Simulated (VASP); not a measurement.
# Ni (Fd-3m) in VASP: a series of runs, part 2 of 2

VASP 6.6.1. The steps go on from the part before.

### Step 3. Single point, PBEsol, collinear spin, ferromagnetic start

This run uses another cell than the first one, of 15.72 Å³/atom, 1.299 times its volume.

INCAR reads:

```
PREC = Accurate
ENCUT = 520
EDIFF = 1E-6
ISMEAR = 0
SIGMA = 0.1
LREAL = False
LASPH = True
NELM = 150
ALGO = Normal
ISIF = 2
LWAVE = False
LCHARG = False
ISPIN = 2
MAGMOM = 0.81 0.81
LORBIT = 11
LMAXMIX = 4
GGA = PS
NBANDS = 21
```

KPOINTS reads:

```
regular mesh
0
Gamma
  6 6 6
```

POSCAR reads:

```
Ni
1.0
    0.0000000000      2.5051996587      2.5051996587
    2.5051996587      0.0000000000      2.5051996587
    2.5051996587      2.5051996587      0.0000000000
Ni
2
Direct
    0.5000000000      0.5000000000      0.5000000000
    0.7500000000      0.7500000000      0.7500000000
```

Potentials or basis: VASP PAW PBE potentials, release 64 (Ni).

Run with:

```console
$ cat potpaw_PBE.64/Ni/POTCAR > POTCAR
$ mpirun -np 1 vasp_std > vasp.out
```

OUTCAR:

```text
PREC = Accurate
   ENCUT = 520
   EDIFF = 1E-6
   ISMEAR = 0
   LREAL = False
   LASPH = True
   NELM = 150
   ISIF = 2
   ISPIN = 2
   LORBIT = 11
   GGA = PS

 ion  position               nearest neighbor table
   1  0.500  0.500  0.500-   2 2.17   2 2.17   2 2.17   2 2.17
   2  0.750  0.750  0.750-   1 2.17   1 2.17   1 2.17   1 2.17

  LATTYP: Found a face centered cubic cell.
 ALAT       =     5.0103993174

  Lattice vectors:

 A1 = (   0.0000000000,   2.5051996587,   2.5051996587)
 A2 = (   2.5051996587,   0.0000000000,   2.5051996587)
 A3 = (   2.5051996587,   2.5051996587,   0.0000000000)
[... 973 lines left out ...]

 VOLUME and BASIS-vectors are now :
 -----------------------------------------------------------------------------
  energy-cutoff  :      520.00
  volume of cell :       31.45
      direct lattice vectors                 reciprocal lattice vectors
     0.000000000  2.505199659  2.505199659    -0.199584891  0.199584891  0.199584891
     2.505199659  0.000000000  2.505199659     0.199584891 -0.199584891  0.199584891
     2.505199659  2.505199659  0.000000000     0.199584891  0.199584891 -0.199584891

 POSITION                                       TOTAL-FORCE (eV/Angst)
 -----------------------------------------------------------------------------------
      2.50520      2.50520      2.50520        -0.000000     -0.000000      0.000000
      3.75780      3.75780      3.75780         0.000000      0.000000     -0.000000
 -----------------------------------------------------------------------------------
    total drift:                                0.000000      0.000000      0.000000

  FREE ENERGIE OF THE ION-ELECTRON SYSTEM (eV)
  ---------------------------------------------------
  free  energy   TOTEN  =        -9.5976631501 eV

  energy  without entropy=       -9.5821783246  energy(sigma->0) =       -9.58992074

 total charge

# of ion       s       p       d       tot
------------------------------------------
    1        0.562   0.375   8.348   9.285
    2        0.562   0.375   8.348   9.285
--------------------------------------------------
tot          1.123   0.751  16.696  18.570

 magnetization (x)

# of ion       s       p       d       tot
------------------------------------------
    1       -0.011  -0.015   0.829   0.802
    2       -0.011  -0.015   0.829   0.802
--------------------------------------------------
tot         -0.023  -0.030   1.657   1.605
```

Wall time 14 s (1 thread of AMD EPYC 9R45 (Zen 5), shared host); peak memory 0.14 GiB.

Results:

- Free energy: -9.5977 eV
- Pressure: 0.2 GPa
- Net moment: 1.61 μB per cell
- Site moments: Ni +0.80 μB
- Valence electrons inside the program's atomic spheres: Ni 9.29

Levels at points of the mesh, in eV from the Fermi level:
Spin up:
```csv
k point,band 8,band 9,band 10,band 11,band 12,band 13,band 14,band 15
"(0.00, 0.00, 0.00)",-1.80,-1.80,-0.77,-0.77,12.03,12.03,12.03,12.54
"(0.50, 0.00, 0.00)",-1.43,-1.43,-0.94,-0.94,0.38,8.73,8.73,12.34
"(0.50, 0.50, 0.00)",-2.01,-0.80,-0.80,0.95,0.95,4.46,4.46,9.46
```
Spin down:
| k point | band 7 | band 8 | band 9 | band 10 | band 11 | band 12 |
| --- | --- | --- | --- | --- | --- | --- |
| (0.00, 0.00, 0.00) | -0.97 | -0.97 | -0.97 | 0.15 | 0.15 | 12.22 |
| (0.50, 0.00, 0.00) | -1.60 | -0.59 | -0.59 | -0.02 | -0.02 | 1.10 |
| (0.50, 0.50, 0.00) | -1.18 | -1.18 | 0.13 | 0.13 | 1.48 | 1.48 |

Caveat: the k points lie up to 0.36 Å⁻¹ apart; the PAW data sets were made with another functional, which shifts forces and pressure a little.

### Step 4. Relaxation of cell and atoms, PBEsol, collinear spin, ferromagnetic start

INCAR reads:

```
ALGO = Normal
EDIFF = 1E-7
EDIFFG = -0.04
ENCUT = 600
GGA = PS
IBRION = 2
ISIF = 3
ISMEAR = 0
ISPIN = 2
LASPH = T
LCHARG = F
LMAXMIX = 4
LORBIT = 11
LREAL = F
LWAVE = F
MAGMOM = 0.81 0.81
NELM = 150
NSW = 90
PREC = Accurate
SIGMA = 0.1
```

KPOINTS reads:

```
k-points
0
Gamma
  6 6 6
```

POSCAR reads:

```
Ni
1.0
    0.0000000000      2.2962173274      2.2962173274
    2.2962173274      0.0000000000      2.2962173274
    2.2962173274      2.2962173274      0.0000000000
Ni
2
Direct
    0.5000000000      0.5000000000      0.5000000000
    0.7500000000      0.7500000000      0.7500000000
```

Run with:

```console
$ cat potpaw_PBE.64/Ni/POTCAR > POTCAR
$ mpirun -np 1 vasp_std > vasp.out
```

It took 48 s on 1 thread of AMD EPYC 9R45 (Zen 5), shared host; peak memory 0.15 GiB.

The run converged. Its results:

* Free energy: -9.5955 eV
* Relaxed volume: 15.70 Å³/atom
* Relaxed cell: a = 3.541 Å, b = 3.541 Å, c = 3.541 Å, α = 60.00°, β = 60.00°, γ = 60.00°
* Space group after relaxing (to 0.05 Å): Fd-3m (No. 227)
* Energy gained by relaxing: 435.5 meV/atom
* Ionic steps: 4
* Pressure after relaxing: 0.0 GPa
* Net moment: -1.61 μB per cell
* Site moments: Ni -0.80 μB
* Valence electrons inside the program's atomic spheres: Ni 9.29

Step by step:
```
step  energy change (eV)  largest force (eV/Å)  pressure (GPa)  volume (Å³)
   1              0.0000                0.0000           49.29        24.21
   2             -0.4053                0.0000          -14.31        39.75
   3             -0.8707                0.0000           -0.46        31.56
   4             -0.8709                0.0000            0.02        31.40
```

Final structure:
```cif
data_structure
_symmetry_space_group_name_H-M 'P 1'
_symmetry_Int_Tables_number 1
_cell_length_a 3.5413
_cell_length_b 3.5413
_cell_length_c 3.5413
_cell_angle_alpha 60.000
_cell_angle_beta 60.000
_cell_angle_gamma 60.000
_cell_volume 31.40
loop_
_atom_site_label
_atom_site_type_symbol
_atom_site_fract_x
_atom_site_fract_y
_atom_site_fract_z
_atom_site_occupancy
Ni1 Ni 0.50000 0.50000 0.50000 1
Ni2 Ni 0.75000 0.75000 0.75000 1
```

Levels at points of the mesh, in eV from the Fermi level:
Spin up:
| k point | band 6 | band 7 | band 8 | band 9 | band 10 | band 11 | band 12 | band 13 |
| --- | --- | --- | --- | --- | --- | --- | --- | --- |
| (0.00, 0.00, 0.00) | -2.57 | -0.97 | -0.97 | -0.97 | 0.15 | 0.15 | 12.23 | 12.23 |
| (0.50, 0.00, 0.00) | -2.51 | -1.61 | -0.59 | -0.59 | -0.02 | -0.02 | 1.10 | 8.87 |
| (0.50, 0.50, 0.00) | -2.11 | -1.19 | -1.19 | 0.13 | 0.13 | 1.48 | 1.48 | 4.49 |
Spin down:
```tsv
k point	band 8	band 9	band 10	band 11	band 12	band 13	band 14	band 15
(0.00, 0.00, 0.00)	-1.80	-1.80	-0.77	-0.77	12.04	12.04	12.04	12.55
(0.50, 0.00, 0.00)	-1.44	-1.44	-0.94	-0.94	0.38	8.73	8.73	12.34
(0.50, 0.50, 0.00)	-2.02	-0.80	-0.80	0.96	0.96	4.46	4.46	9.47
```

Caveat: the k points lie up to 0.36 Å⁻¹ apart in the final cell; the volume moved by over 15 % at a fixed basis, so the end points are rough; the PAW data sets were made with another functional, which shifts forces and pressure a little.

### Step 5. Single point, PBEsol, collinear spin, ferromagnetic start

This run uses another cell than the first one, of 15.69 Å³/atom, 1.296 times its volume.

INCAR reads:

```
SYSTEM = Ni
  PREC = Accurate
  ENCUT = 520
  EDIFF = 1E-6
  ISMEAR = 0
  SIGMA = 0.1
  LREAL = .False.
  LASPH = .True.
  NELM = 150
  ALGO = Normal
  ISIF = 2
  LWAVE = .False.
  LCHARG = .True.
  ISPIN = 2
  MAGMOM = 0.93 0.93
  LORBIT = 11
  LMAXMIX = 4
  GGA = PS
  LELF = .True.
  LVHAR = .True.
  NBANDS = 21
```

KPOINTS reads:

```
Automatic mesh
0
Gamma
  20 20 20
  0 0 0
```

POSCAR reads:

```
Ni
1.0
    0.0000000000      2.5032075487      2.5032075487
    2.5032075487      0.0000000000      2.5032075487
    2.5032075487      2.5032075487      0.0000000000
Ni
2
Direct
    0.0000000000      0.0000000000      0.0000000000
    0.2500000000      0.2500000000      0.2500000000
```

Run with:

```console
$ cat potpaw_PBE.64/Ni/POTCAR > POTCAR
$ mpirun -np 1 vasp_std > vasp.out
```

It took 3.5 min on 1 thread of AMD EPYC 9R45 (Zen 5), shared host; peak memory 0.31 GiB.

It converged, with:

| Item | Value |
| --- | --- |
| Free energy | -9.5987 eV |
| Pressure | -0.1 GPa |
| Net moment | 1.58 μB per cell |
| Site moments | Ni +0.79 μB |
| Valence electrons inside the program's atomic spheres | Ni 9.29 |

Levels at points of the mesh, in eV from the Fermi level:
Spin up:
```
           k point  band 7  band 8  band 9  band 10  band 11  band 12  band 13  band 14  band 15  band 16
(0.00, 0.00, 0.00)   -1.79   -1.79   -1.79    -0.76    -0.76    12.07    12.07    12.07    12.59    12.59
(0.50, 0.00, 0.00)   -1.63   -1.43   -1.43    -0.92    -0.92     0.40     8.76     8.76    12.37    12.88
(0.50, 0.50, 0.00)   -2.01   -2.01   -0.79    -0.79     0.98     0.98     4.49     4.49     9.50     9.50
```
Spin down:
```tsv
k point	band 6	band 7	band 8	band 9	band 10	band 11	band 12	band 13
(0.00, 0.00, 0.00)	-2.57	-0.97	-0.97	-0.97	0.15	0.15	12.26	12.26
(0.50, 0.00, 0.00)	-2.51	-1.59	-0.59	-0.59	-0.01	-0.01	1.11	8.89
(0.50, 0.50, 0.00)	-2.10	-1.18	-1.18	0.13	0.13	1.49	1.49	4.51
```

Caveat: the PAW data sets were made with another functional, which shifts forces and pressure a little.

### Step 6. Summary

| task | cell | k mesh | cutoff (eV) | gap on the mesh (eV) | pressure (GPa) | moment (μB) |
| --- | --- | --- | --- | --- | --- | --- |
| single point | a = 3.247 Å, angles 60.0°, 2 atoms | 6 × 6 × 6 | 520 | none | 49.4 | 1.44 |
| single point | a = 3.543 Å, angles 60.0°, 2 atoms | 6 × 6 × 6 | 520 | none | 0.2 | 1.61 |
| relaxation of cell and atoms | relaxed from a = 3.247 Å, angles 60.0°, 2 atoms | 6 × 6 × 6 | 600 | none | 0.0 | 1.61 |
| single point | a = 3.540 Å, angles 60.0°, 2 atoms | 20 × 20 × 20 | 520 | none | -0.1 | 1.58 |

Alike in all rows: level PBEsol; potentials or basis VASP PAW PBE potentials, release 64 (Ni); spin collinear, ferromagnetic start; smearing gaussian 0.1 eV.

Caveats: some runs use coarse meshes; the PAW data sets were made with another functional, which shifts forces and pressure a little; the volume moved by over 15 % at a fixed basis, so the end points are rough (some runs).

Absolute energies hang on the potentials; compare differences alone.
